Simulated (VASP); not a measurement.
Runs of VASP 6.6.1 on Zn4Se3S. The structure is that of space group P-43m (No. 215), or close to it. The cells are those of the table. 

```csv
level,cell,k mesh,gap on the mesh (eV),pressure (GPa),largest force (eV/Å)
PBE,"a = 5.596 Å, 8 atoms",6 × 6 × 6,1.45,(b),0.03
r2SCAN,"a = 5.596 Å, 8 atoms",6 × 6 × 6,2.02,(a),0.01
r2SCAN,"a = 5.705 Å, 8 atoms",4 × 4 × 4,1.77,(c),-
r2SCAN,"a = 5.651 Å, 8 atoms",4 × 4 × 4,1.89,-1.9,-
```

Alike in all rows: task single point; potentials or basis VASP PAW PBE potentials, release 64 (S, Zn, Se); no spin polarisation; cutoff (eV) 520; smearing gaussian 0.01 eV.

Problem. Estimate the missing entries.

Solution. (a) 0.1; (b) 2.4; (c) -3.5.

Caveats: the PAW data sets were made with another functional, which shifts forces and pressure a little (at least some runs); the cell stands under tension (at least some runs).

A k mesh can miss the band edges, and the runs leave out spin-orbit coupling on Se.
